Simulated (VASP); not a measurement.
# SnTe5 (R32) in VASP: further runs, part 2 of 2

VASP 6.6.1. Earlier steps stand in the parts before.

## Step 3: Relaxation of cell and atoms, PBE

This run uses another cell than the first one, of 41.72 Å³/atom, 1.286 times its volume.

INCAR reads:

```
PREC = Accurate ; ENCUT = 600
EDIFF = 1E-6 ; ISMEAR = 0
SIGMA = 0.1 ; LREAL = F
LASPH = T ; NELM = 80
ALGO = Normal ; ISIF = 3
LWAVE = F ; LCHARG = F
GGA = PE ; IBRION = 2
NSW = 90 ; EDIFFG = -0.04
```

KPOINTS reads:

```
regular mesh
0
Gamma
  3 3 3
```

POSCAR reads:

```
SnTe5
1.0
    3.3726992700      1.9472288300      6.3527249700
   -3.3726992700      1.9472288300      6.3527249700
    0.0000000000     -3.8944576600      6.3527249700
Sn Te
1 5
Direct
    0.5000000000      0.5000000000      0.5000000000
    0.3397926800      0.0000000000      0.6602073200
    0.8332979700      0.8332979700      0.8332979700
    0.0000000000      0.6602073200      0.3397926800
    0.6602073200      0.3397926800      0.0000000000
    0.1667020300      0.1667020300      0.1667020300
```

Potentials or basis: VASP PAW PBE potentials, release 64 (Sn_d, Te).

The run is started by

```
> cat potpaw_PBE.64/Sn_d/POTCAR potpaw_PBE.64/Te/POTCAR > POTCAR
> mpirun -np 1 vasp_std > vasp.out
```

OUTCAR:

```text
PREC = Accurate
   ENCUT = 600
   EDIFF = 1E-6
   ISMEAR = 0
   LREAL = F
   LASPH = T
   NELM = 80
   ISIF = 3
   GGA = PE
   IBRION = 2
   NSW = 90
   EDIFFG = -0.04

 ion  position               nearest neighbor table
   1  0.500  0.500  0.500-
   2  0.340  0.000  0.660-
   3  0.833  0.833  0.833-
   4  0.000  0.660  0.340-
   5  0.660  0.340  0.000-
   6  0.167  0.167  0.167-

  LATTYP: Found a trigonal (rhomboedric) cell.
 ALAT       =     7.4514371115
 COS(alpha) =     0.5902630299

  Lattice vectors:

 A1 = (   3.3726992700,   1.9472288300,   6.3527249700)
 A2 = (  -3.3726992700,   1.9472288300,   6.3527249700)
 A3 = (   0.0000000000,  -3.8944576600,   6.3527249700)

[... 160 lines left out ...]
  ext. energy  EPLUGINS =         0.00000000
  ---------------------------------------------------
  free energy    TOTEN  =       -15.35523294 eV

  energy without entropy =      -15.32179006  energy(sigma->0) =      -15.33851150

 E-fermi :   3.4870     XC(G=0):  -8.4337

 val. band max:        3.4115962048   @ k =   0.3333   0.3333   0.0000
 cond. band min:       3.4922536079   @ k =   0.3333   0.3333   0.3333
 fundamental gap:      0.0806574031
 Fermi energy:         3.4870403574
[... 469 lines left out ...]
     25       9.3410      0.00000
     26      10.0632      0.00000

[... ionic steps 4 to 17 ...]

--------------------------------------- Ionic step       18  -------------------------------------------

 number of electron      44.0000002 magnetization

------------------------ aborting loop because EDIFF is reached ----------------------------------------
[... 75 lines left out ...]
--------------------------------------- Ionic step       20  -------------------------------------------

 number of electron      44.0000003 magnetization

 Free energy of the ion-electron system (eV)
  ---------------------------------------------------
  ext. energy  EPLUGINS =         0.00000000
  ---------------------------------------------------
  free energy    TOTEN  =       -19.00140710 eV

  energy without entropy =      -18.97072074  energy(sigma->0) =      -18.98606392

 E-fermi :   6.4856     XC(G=0):  -9.3965

 val. band max:        6.3779281337   @ k =   0.3333  -0.0000   0.0000
 cond. band min:       6.4977285731   @ k =  -0.3333   0.3333   0.0000
 fundamental gap:      0.1198004394
 Fermi energy:         6.4855622921
[... 205 lines left out ...]
  FREE ENERGIE OF THE ION-ELECTRON SYSTEM (eV)
  ---------------------------------------------------
  free  energy   TOTEN  =       -19.0014070973 eV

  energy  without entropy=      -18.9707207381  energy(sigma->0) =      -18.98606392

 reached required accuracy - stopping structural energy minimisation
```

Wall time 13 min (1 thread of AMD EPYC 7R13 (Zen 3), shared host); peak memory 0.5 GiB.

What came out:

| Property | Result |
| --- | --- |
| Free energy | -19.0014 eV |
| Relaxed volume | 32.18 Å³/atom |
| Relaxed cell | a = 6.006 Å, b = 6.006 Å, c = 6.006 Å, α = 73.05°, β = 73.05°, γ = 73.05° |
| Space group after relaxing (to 0.05 Å) | R32 (No. 155) |
| Energy gained by relaxing | 607.7 meV/atom |
| Ionic steps | 20 |
| Pressure after relaxing | 0.0 GPa |
| Largest force after relaxing | 0.008 eV/Å |
| Band gap on the k mesh | zero (band 22 reaches 6.50 eV, above the bottom of band 23 at 6.11 eV) |

Forces on the atoms (eV/Å):
```
Sn   0.000  0.000  0.000
Te  -0.004 -0.007  0.000
Te   0.000  0.000  0.004
Te  -0.004  0.007  0.000
Te   0.008  0.000  0.000
Te   0.000  0.000 -0.004
```

The path:
```tsv
step	energy change (eV)	largest force (eV/Å)	pressure (GPa)	volume (Å³)
1	0.0000	0.2058	-7.54	250.33
2	-2.6286	0.2519	-3.18	185.71
3	-2.7926	0.2144	-0.07	172.71
4	-2.7940	0.2090	0.35	171.35
5	-2.8814	0.1877	0.62	170.87
6	-2.9228	0.1391	1.08	170.36
7	-3.0231	0.1313	2.35	169.02
8	-3.0599	0.1959	6.41	164.96
9	-3.0868	0.2007	6.33	165.47
10	-3.1672	0.2159	6.15	166.99
11	-3.2754	0.2639	6.05	169.86
12	-3.2546	0.4171	6.39	174.95
13	-3.3867	0.3427	4.88	179.10
14	-3.5905	0.1418	1.18	191.95
15	-3.6020	0.0917	0.34	195.63
16	-3.6021	0.0849	0.24	196.14
17	-3.6088	0.0785	0.23	195.91
18	-3.6255	0.0585	0.16	195.21
19	-3.6443	0.0198	0.06	193.74
20	-3.6462	0.0083	0.01	193.07
```

Final structure:
```cif
data_structure
_symmetry_space_group_name_H-M 'P 1'
_symmetry_Int_Tables_number 1
_cell_length_a 6.0055
_cell_length_b 6.0055
_cell_length_c 6.0055
_cell_angle_alpha 73.049
_cell_angle_beta 73.049
_cell_angle_gamma 73.049
_cell_volume 193.07
loop_
_atom_site_label
_atom_site_type_symbol
_atom_site_fract_x
_atom_site_fract_y
_atom_site_fract_z
_atom_site_occupancy
Sn1 Sn 0.50000 0.50000 0.50000 1
Te1 Te 0.34714 0.00000 0.65286 1
Te2 Te 0.82531 0.82531 0.82531 1
Te3 Te 0.00000 0.65286 0.34714 1
Te4 Te 0.65286 0.34714 0.00000 1
Te5 Te 0.17469 0.17469 0.17469 1
```

Levels at points of the mesh, in eV from the Fermi level:
| k point | band 20 | band 21 | band 22 | band 23 | band 24 | band 25 |
| --- | --- | --- | --- | --- | --- | --- |
| (0.00, 0.00, 0.00) | -1.94 | -1.08 | -1.08 | 1.26 | 1.26 | 2.21 |

Caveat: the k points lie up to 0.37 Å⁻¹ apart in the final cell; the volume moved by over 15 % at a fixed basis, so the end points are rough; spin-orbit coupling is left out, which moves the levels of the heavy elements.

## Step 4: Relaxation of cell and atoms, PBE

This run uses another cell than the first one, of 32.30 Å³/atom, 0.996 times its volume.

INCAR reads:

```
SYSTEM = SnTe5
PREC = Accurate
ENCUT = 600
EDIFF = 1E-6
ISMEAR = 0
SIGMA = 0.1
LREAL = .FALSE.
LASPH = .TRUE.
NELM = 60
ALGO = Normal
ISIF = 3
LWAVE = .FALSE.
LCHARG = .FALSE.
GGA = PE
IBRION = 2
NSW = 100
EDIFFG = -0.01
```

KPOINTS reads:

```
regular mesh
0
G
  6 6 6
  0 0 0
```

POSCAR reads:

```
SnTe5
1.0
    3.5797441328      2.0667662387      4.3654547811
   -3.5797441328      2.0667662387      4.3654547811
    0.0000000000     -4.1335324774      4.3654547811
Sn Te
1 5
Direct
    0.5000000000      0.5000000000      0.5000000000
    0.3464754019      0.0000000000      0.6535245981
    0.8245136235      0.8245136235      0.8245136235
    0.0000000000      0.6535245981      0.3464754019
    0.6535245981      0.3464754019      0.0000000000
    0.1754863765      0.1754863765      0.1754863765
```

The run is started by

```
> cat potpaw_PBE.64/Sn_d/POTCAR potpaw_PBE.64/Te/POTCAR > POTCAR
> mpirun -np 1 vasp_std > vasp.out
```

It took 16 min on 1 thread of AMD EPYC 7R13 (Zen 3), shared host; peak memory 0.42 GiB.

The run converged. Its results:

```
Free energy                            : -19.0617 eV
Relaxed volume                         : 32.38 Å³/atom
Relaxed cell                           : a = 5.982 Å, b = 5.982 Å, c = 5.982 Å, α = 74.49°, β = 74.49°, γ = 74.49°
Space group after relaxing (to 0.05 Å) : R32 (No. 155)
Energy gained by relaxing              : 2.2 meV/atom
Ionic steps                            : 13
Pressure after relaxing                : 0.0 GPa
Band gap on the k mesh                 : zero (band 22 reaches 6.59 eV, above the bottom of band 23 at 6.09 eV)
```

Forces on the atoms (eV/Å):
```
Sn   0.000  0.000  0.000
Te   0.001  0.002  0.000
Te   0.000  0.000  0.002
Te   0.001 -0.002  0.000
Te  -0.002  0.000  0.000
Te   0.000  0.000 -0.002
```

The path:
| step | energy change (eV) | largest force (eV/Å) | pressure (GPa) | volume (Å³) |
| --- | --- | --- | --- | --- |
| 1 | 0.0000 | 0.0251 | -0.24 | 193.79 |
| 2 | -0.0071 | 0.0563 | 0.21 | 192.45 |
| 3 | -0.0075 | 0.0657 | 0.35 | 192.05 |
| 4 | -0.0119 | 0.0433 | 0.14 | 193.43 |
| 5 | -0.0128 | 0.0249 | -0.05 | 194.57 |
| 6 | -0.0129 | 0.0270 | -0.01 | 194.44 |
| 7 | -0.0129 | 0.0262 | -0.03 | 194.49 |
| 8 | -0.0129 | 0.0247 | 0.00 | 194.38 |
| 9 | -0.0130 | 0.0207 | 0.06 | 194.11 |
| 10 | -0.0131 | 0.0183 | 0.06 | 194.13 |
| 11 | -0.0132 | 0.0112 | 0.02 | 194.19 |
| 12 | -0.0132 | 0.0025 | -0.04 | 194.33 |
| 13 | -0.0132 | 0.0020 | -0.02 | 194.28 |

Final structure:
```cif
data_structure
_symmetry_space_group_name_H-M 'P 1'
_symmetry_Int_Tables_number 1
_cell_length_a 5.9820
_cell_length_b 5.9820
_cell_length_c 5.9820
_cell_angle_alpha 74.492
_cell_angle_beta 74.492
_cell_angle_gamma 74.492
_cell_volume 194.28
loop_
_atom_site_label
_atom_site_type_symbol
_atom_site_fract_x
_atom_site_fract_y
_atom_site_fract_z
_atom_site_occupancy
Sn1 Sn 0.50000 0.50000 0.50000 1
Te1 Te 0.34588 0.00000 0.65412 1
Te2 Te 0.82627 0.82627 0.82627 1
Te3 Te 0.00000 0.65412 0.34588 1
Te4 Te 0.65412 0.34588 0.00000 1
Te5 Te 0.17373 0.17373 0.17373 1
```

Levels at points of the mesh, in eV from the Fermi level:
```csv
k point,band 18,band 19,band 20,band 21,band 22,band 23,band 24,band 25,band 26
"(0.00, 0.00, 0.00)",-3.50,-1.98,-1.98,-1.06,-1.06,1.20,1.20,2.28,2.90
"(0.50, 0.00, 0.00)",-1.45,-1.38,-0.93,-0.87,-0.53,-0.06,1.03,1.09,1.45
"(0.50, 0.50, 0.00)",-2.28,-1.89,-1.67,-0.42,-0.25,0.20,0.43,1.24,1.48
"(0.50, 0.50, 0.50)",-0.65,-0.60,-0.60,-0.26,-0.26,-0.19,0.54,0.54,1.49
```

Caveat: spin-orbit coupling is left out, which moves the levels of the heavy elements.

## Step 5: The runs side by side

| task | cell | k mesh | cutoff (eV) | gap on the mesh (eV) | pressure (GPa) | relaxed volume (Å³/atom) | largest force (eV/Å) |
| --- | --- | --- | --- | --- | --- | --- | --- |
| single point | a = 5.985 Å, angles 74.5°, 6 atoms | 6 × 6 × 6 | 520 | none | -0.1 | - | 0.01 |
| relaxation of cell and atoms | relaxed from a = 7.451 Å, angles 53.8°, 6 atoms | 3 × 3 × 3 | 600 | none | 0.0 | 32.18 | 0.01 |
| relaxation of cell and atoms | relaxed from a = 6.012 Å, angles 73.1°, 6 atoms | 6 × 6 × 6 | 600 | none | 0.0 | 32.38 | - |

Alike in all rows: level PBE; potentials or basis VASP PAW PBE potentials, release 64 (Sn_d, Te); no spin polarisation; smearing gaussian 0.1 eV.

Caveats: some runs use coarse meshes; spin-orbit coupling is left out, which moves the levels of the heavy elements; the volume moved by over 15 % at a fixed basis, so the end points are rough (some runs).

Total energies depend on the potentials used, so only differences within one code and one set of settings carry meaning.
